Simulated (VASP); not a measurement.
# B6N (P-1) in VASP: single point with PBE

Aim: the single point of B6N with PBE.

Program: VASP 6.6.1. These are calculated values, not measurements. Logs are shortened: lines on timing, memory, paths and dates and some standing lists are left out, and cuts for length are marked.

**1. The cell of the first run**

The typed cell holds 7 atoms: a = 3.263 Å, b = 4.405 Å, c = 5.015 Å, α = 104.37°, β = 101.06°, γ = 98.25°.

The cell was built from a structure type or drawn by symmetry, and may not be a known phase.

**2. Single point, PBE**

Contents of INCAR:

```
PREC = Accurate ; ENCUT = 520
EDIFF = 1E-6 ; ISMEAR = 0
SIGMA = 0.1 ; LREAL = F
LASPH = T ; NELM = 60
ALGO = Normal ; ISIF = 2
LWAVE = F ; LCHARG = F
GGA = PE ; NBANDS = 20
```

Contents of KPOINTS:

```
Automatic mesh
0
Gamma
  10 8 8
```

Contents of POSCAR:

```
B6N
1.0
    3.2629237905     -0.0014922461      0.0016794931
   -0.6298430882      4.3594989897      0.0119310295
   -0.9652053240     -1.4096231828      4.7145582371
B N
6 1
Direct
    0.3967036157      0.4093226645      0.2112240276
    0.6032963843      0.5906773355      0.7887759724
    0.1737859169      0.6507342447      0.9751718042
    0.8262140831      0.3492657553      0.0248281958
    0.5000000000      0.0000000000      0.0000000000
    0.0000000000      0.0000000000      0.0000000000
    0.5000000000      0.5000000000      0.5000000000
```

Potentials or basis: VASP PAW PBE potentials, release 64 (B, N).

Command:

```bash
> cat potpaw_PBE.64/B/POTCAR potpaw_PBE.64/N/POTCAR > POTCAR
> mpirun -np 1 vasp_std > vasp.out
```

OUTCAR:

```text
PREC = Accurate
   ENCUT = 520
   EDIFF = 1E-6
   ISMEAR = 0
   LREAL = F
   LASPH = T
   NELM = 60
   ISIF = 2
   GGA = PE

 ion  position               nearest neighbor table
   1  0.397  0.409  0.211-   7 1.36   4 1.84   4 1.86   3 1.89   5 1.96   6 1.98
   2  0.603  0.591  0.789-   7 1.36   3 1.84   3 1.86   4 1.89   5 1.96   6 1.98
   3  0.174  0.651  0.975-   6 1.70   5 1.70   4 1.72   2 1.84   2 1.86   1 1.89
   4  0.826  0.349  0.025-   6 1.70   5 1.70   3 1.72   1 1.84   1 1.86   2 1.89
   5  0.500  0.000  0.000-   6 1.63   6 1.63   3 1.70   4 1.70   1 1.96   2 1.96
   6  0.000  0.000  0.000-   5 1.63   5 1.63   3 1.70   4 1.70   1 1.98   2 1.98
   7  0.500  0.500  0.500-   1 1.36   2 1.36

  LATTYP: Found a triclinic cell.
 ALAT       =     4.4047787806
 B/A-ratio  =     1.1559516066
 C/A-ratio  =     1.2333530097
 COS(alpha) =     0.0012791056
 COS(beta)  =     0.3152031787
 COS(gamma) =     0.7731660485

  Lattice vectors:

 A1 = (  -0.6298430882,   4.3594989897,   0.0119310295)
 A2 = (   2.6330807023,   4.3580067436,   0.0136105226)
 A3 = (  -2.2977184665,   1.4111154289,  -4.7162377302)

Analysis of symmetry for initial positions (statically):
=====================================================================
 Subroutine PRICEL returns:
 Original cell was already a primitive cell.

 Routine SETGRP: Setting up the symmetry group for a
 triclinic supercell.

 Subroutine GETGRP returns: Found  2 space group operations
 (whereof  2 operations were pure point group operations)
 out of a pool of  2 trial point group operations.

The static configuration has the point symmetry S_2 .

Analysis of symmetry for dynamics (positions and initial velocities):
=====================================================================
 Subroutine PRICEL returns:
 Original cell was already a primitive cell.

 Routine SETGRP: Setting up the symmetry group for a
 triclinic supercell.

 Subroutine GETGRP returns: Found  2 space group operations
 (whereof  2 operations were pure point group operations)
 out of a pool of  2 trial point group operations.

The dynamic configuration has the point symmetry S_2 .

 Subroutine INISYM returns: Found  2 space group operations
 (whereof  2 operations are pure point group operations),
 and found     1 'primitive' translations

----------------------------------------------------------------------------------------

                                     Primitive cell

  volume of cell :      67.1223

  direct lattice vectors                    reciprocal lattice vectors
     3.262923790 -0.001492246  0.001679493     0.306454678  0.044067588  0.075915995
    -0.629843088  4.359498990  0.011931030     0.000069542  0.229206609  0.068545568
    -0.965205324 -1.409623183  4.714558237    -0.000109346 -0.000595747  0.211908440

  length of vectors
     3.262924564  4.404778781  5.014550648     0.318778387  0.239236639  0.211909305

  position of ions in fractional coordinates (direct lattice)
     0.396703616  0.409322665  0.211224028
     0.603296384  0.590677335  0.788775972
     0.173785917  0.650734245  0.975171804
     0.826214083  0.349265755  0.024828196
     0.500000000  0.000000000  0.000000000
     0.000000000  0.000000000  0.000000000
     0.500000000  0.500000000  0.500000000

  ion indices of the primitive-cell ions
   primitive index   ion index
                 1           1
                 2           2
                 3           3
                 4           4
                 5           5
                 6           6
                 7           7

----------------------------------------------------------------------------------------

 KPOINTS: Automatic mesh

Automatic generation of k-mesh.
 Grid dimensions read from file:
 generate k-points for:   10    8    8

 Generating k-lattice:

  Cartesian coordinates                     Fractional coordinates (reciprocal lattice)
     0.030645468  0.004406759  0.007591600     0.100000000 -0.000000000  0.000000000
     0.000008693  0.028650826  0.008568196     0.000000000  0.125000000  0.000000000
    -0.000013668 -0.000074468  0.026488555     0.000000000  0.000000000  0.125000000

  Length of vectors
     0.031877839  0.029904580  0.026488663

  Shift w.r.t. Gamma in fractional coordinates (k-lattice)
     0.000000000  0.000000000  0.000000000

 Subroutine IBZKPT returns following result:
 ===========================================

 Found    324 irreducible k-points:

 Following reciprocal coordinates:
            Coordinates               Weight
  0.000000  0.000000  0.000000      1.000000
  0.100000  0.000000 -0.000000      2.000000
  0.200000  0.000000 -0.000000      2.000000
  0.300000  0.000000 -0.000000      2.000000
  0.400000  0.000000 -0.000000      2.000000
  0.500000  0.000000 -0.000000      1.000000
[... 16 lines left out ...]
 -0.400000  0.250000 -0.000000      2.000000
 -0.300000  0.250000 -0.000000      2.000000
 [... further k-points ...]
   k-points           NKPTS =    324   k-points in BZ     NKDIM =    324   number of bands    NBANDS=     20
   number of dos      NEDOS =    301   number of ions     NIONS =      7
   total plane-waves  NPLWV =  34560
   dimension x,y,z NGX =    24 NGY =   36 NGZ =   40
   dimension x,y,z NGXF=    48 NGYF=   72 NGZF=   80
   ions per type =               6   1
   NGX,Y,Z   is equivalent  to a cutoff of  12.23, 13.59, 13.26 a.u.
   NGXF,Y,Z  is equivalent  to a cutoff of  24.46, 27.17, 26.52 a.u.
 SYSTEM =  unknown system
   PREC   = accura    normal or accurate (medium, high low for compatibility)
   ISTART =      0    job   : 0-new  1-cont  2-samecut
   ICHARG =      2    charge: 1-file 2-atom 10-const
   ISPIN  =      1    spin polarized calculation?
   LNONCOLLINEAR =      F non collinear calculations
   LSORBIT =      F    spin-orbit coupling
   LASPH  =      T    aspherical Exc in radial PAW
   ENCUT  =  520.0 eV  38.22 Ry    6.18 a.u.   6.07  8.19  9.32*2*pi/ulx,y,z
   NELM   =     60;   NELMIN=  2; NELMDL= -5     # of ELM steps
   EDIFF  = 0.1E-05   stopping-criterion for ELM
   LREAL  =      F    real-space projection
   EDIFFG = 0.1E-04   stopping-criterion for IOM
   NSW    =      0    number of steps for IOM
   IBRION =     -1    ionic relax: 0-MD 1-quasi-New 2-CG
   NFREE  =      0    steps in history (QN), initial steepest desc. (CG)
   ISIF   =      2    stress and relaxation
   ISYM   =      2    0-nonsym 1-usesym 2-fastsym
   POTIM  = 0.5000    time-step for ionic-motion
   TEBEG  =    0.0;   TEEND  =   0.0 temperature during run
   PSTRESS=    0.0 pullay stress
   NELECT =      23.0000    total number of electrons
   NUPDOWN=      -1.0000    fix difference up-down
   EMIN   =  10.00;   EMAX   =-10.00  energy-range for DOS
   EFERMI =   0.00;   METHOD = LEGACY
   ISMEAR =     0;   SIGMA  =   0.10  broadening in eV -4-tet -1-fermi 0-gaus
   EFERMI_NEDOS =   21; number of points for ismear=-14 and -15
   IALGO  =     38    algorithm
   IMIX   =      4    mixing-type and parameters
     AMIX     =   0.40;   BMIX     =  1.00
     AMIX_MAG =   1.60;   BMIX_MAG =  1.00
  volume/ion in A,a.u.               =       9.59        64.71
  Fermi-wavevector in a.u.,A,eV,Ry     =   1.145588  2.164848 17.855914  1.312373
  Thomas-Fermi vector in A             =   2.282276
   LORBIT       =      0    0 simple, 1 ext, 2 COOP (PROOUT), +10 PAW based schemes
   GGA     = PE    functional components
   LHFCALC =     F    Hartree Fock is set to
   AEXX    =    0.0000 exact exchange contribution
   IVDW    =     0    specifies the selected vdW correction
   LEPSILON=     F    determine dielectric tensor
   LRPA    =     F    only Hartree local field effects (RPA)
 non-spin polarized calculation
 Gauss-broadening in eV      SIGMA  =   0.10
  energy-cutoff  :      520.00
  volume of cell :       67.12
 maximum number of plane-waves:      1828
   NGX = 13   NGY = 17   NGZ = 19

 number of electron      23.0000000 magnetization

 Free energy of the ion-electron system (eV)
  ---------------------------------------------------
  ext. energy  EPLUGINS =         0.00000000
  ---------------------------------------------------
  free energy    TOTEN  =       -46.56620410 eV

  energy without entropy =      -46.55933845  energy(sigma->0) =      -46.56277127

 E-fermi :   3.2442     XC(G=0):  -9.7832

 val. band max:        3.2423283580   @ k =   0.4000   0.2500   0.3750
 cond. band min:       3.2452057498   @ k =  -0.3000  -0.3750   0.2500
 fundamental gap:      0.0028773918
 Fermi energy:         3.2441964521

 k-point     1 :       0.0000    0.0000    0.0000
  band No.  band energies     occupation
      1     -13.1628      2.00000
      2     -10.5660      2.00000
      3      -7.5214      2.00000
      4      -5.4381      2.00000
      5      -5.1689      2.00000
      6      -2.9555      2.00000
[... 12 lines left out ...]
     19      10.5042      0.00000
     20      12.4279      0.00000

 k-point     2 :       0.1000    0.0000   -0.0000
  band No.  band energies     occupation
      1     -13.0999      2.00000
      2     -10.5239      2.00000
      3      -7.4078      2.00000
      4      -5.5076      2.00000
      5      -5.0516      2.00000
      6      -3.5271      2.00000
[... 12 lines left out ...]
     19      10.7978      0.00000
     20      12.9887      0.00000

 k-point     3 :       0.2000    0.0000   -0.0000
  band No.  band energies     occupation
      1     -12.9278      2.00000
      2     -10.3857      2.00000
      3      -7.0803      2.00000
      4      -5.8756      2.00000
      5      -4.8873      2.00000
      6      -4.1766      2.00000
[... 12 lines left out ...]
     19      12.1525      0.00000
     20      13.1122      0.00000

 k-point     4 :       0.3000    0.0000   -0.0000
  band No.  band energies     occupation
      1     -12.6989      2.00000
      2     -10.1178      2.00000
      3      -6.8374      2.00000
      4      -6.5727      2.00000
      5      -4.7859      2.00000
      6      -4.0474      2.00000
[... 429 lines left out ...]
 k-point    23 :      -0.4000    0.2500   -0.0000
  band No.  band energies     occupation
      1     -12.4938      2.00000
      2      -9.4437      2.00000
      3      -7.5499      2.00000
      4      -6.7016      2.00000
      5      -5.4831      2.00000
      6      -4.4757      2.00000
[... 12 lines left out ...]
     19      13.3634      0.00000
     20      14.0771      0.00000

 k-point    24 :      -0.3000    0.2500   -0.0000
  band No.  band energies     occupation
      1     -12.6759      2.00000
      2      -9.8922      2.00000
      3      -7.4884      2.00000
      4      -6.3467      2.00000
      5      -4.8634      2.00000
      6      -4.5047      2.00000
[... 12 lines left out ...]
     19      12.6976      0.00000
     20      13.4745      0.00000

 [... further k-points ...]
[... 5 lines left out ...]
  --------------------------------------------------------------------------------------
  -------------------------------------------------------------------------------------
  Total       -0.0188133     -0.0246361     -0.0481969     -0.0035300      0.0042366     -0.0013650
  in kB       -0.4490639     -0.5880535     -1.1504369     -0.0842588      0.1011245     -0.0325827
  external PRESSURE =      -0.7291847 kB  Pullay stress =       0.0000000 kB

 VOLUME and BASIS-vectors are now :
 -----------------------------------------------------------------------------
  energy-cutoff  :      520.00
  volume of cell :       67.12
      direct lattice vectors                 reciprocal lattice vectors
     3.262923790 -0.001492246  0.001679493     0.306454678  0.044067588  0.075915995
    -0.629843088  4.359498990  0.011931030     0.000069542  0.229206609  0.068545568
    -0.965205324 -1.409623183  4.714558237    -0.000109346 -0.000595747  0.211908440

 POSITION                                       TOTAL-FORCE (eV/Angst)
 -----------------------------------------------------------------------------------
      0.83273      1.48610      1.00138        -0.002472     -0.000195      0.001605
      0.83515      1.46228      3.72679         0.002472      0.000195     -0.001605
     -0.78405      1.46199      4.60556         0.000665     -0.007128      0.000711
      2.45193      1.48639      0.12261        -0.000665      0.007128     -0.000711
      1.63146     -0.00075      0.00084         0.000000      0.000000     -0.000000
      0.00000      0.00000      0.00000         0.000000      0.000000     -0.000000
      0.83394      1.47419      2.36408         0.000000      0.000000     -0.000000
 -----------------------------------------------------------------------------------
    total drift:                                0.000000      0.000000     -0.000000

  FREE ENERGIE OF THE ION-ELECTRON SYSTEM (eV)
  ---------------------------------------------------
  free  energy   TOTEN  =       -46.5662040983 eV

  energy  without entropy=      -46.5593384516  energy(sigma->0) =      -46.56277127
```

It took 4.5 min on 1 thread of Intel Xeon Platinum 8488C (Sapphire Rapids), shared host; peak memory 0.42 GiB.

Results:

```yaml
Free_energy: -46.5662 eV
Pressure: -0.1 GPa
Largest_force: 0.007 eV/Å
Band_gap_on_the_k_mesh: zero (an odd number of electrons rules out a gap without spin polarisation)
```

Forces on the atoms (eV/Å):
```
B   -0.002  0.000  0.002
B    0.002  0.000 -0.002
B    0.001 -0.007  0.001
B   -0.001  0.007 -0.001
B    0.000  0.000  0.000
B    0.000  0.000  0.000
N    0.000  0.000  0.000
```

Levels at points of the mesh, in eV from the Fermi level:
| k point | band 10 | band 11 | band 12 | band 13 | band 14 | band 15 |
| --- | --- | --- | --- | --- | --- | --- |
| (0.00, 0.00, 0.00) | -3.12 | -0.27 | 0.69 | 1.71 | 4.12 | 5.07 |
| (0.50, 0.00, 0.00) | -3.01 | -1.95 | -0.13 | 0.95 | 4.14 | 5.59 |
| (0.00, 0.50, 0.00) | -2.47 | -1.39 | -0.28 | 3.89 | 4.07 | 4.89 |
| (0.50, 0.50, 0.00) | -1.10 | -1.10 | 0.46 | 0.63 | 1.87 | 4.48 |
| (0.00, 0.00, 0.50) | -2.52 | -0.68 | -0.53 | 2.23 | 4.49 | 4.77 |
| (0.50, 0.00, 0.50) | -2.02 | -1.15 | -0.11 | 1.72 | 2.65 | 4.95 |
| (0.00, 0.50, 0.50) | -2.56 | -0.95 | -0.37 | 3.52 | 3.73 | 4.27 |
| (0.50, 0.50, 0.50) | -1.91 | 0.18 | 0.51 | 0.65 | 1.67 | 4.19 |
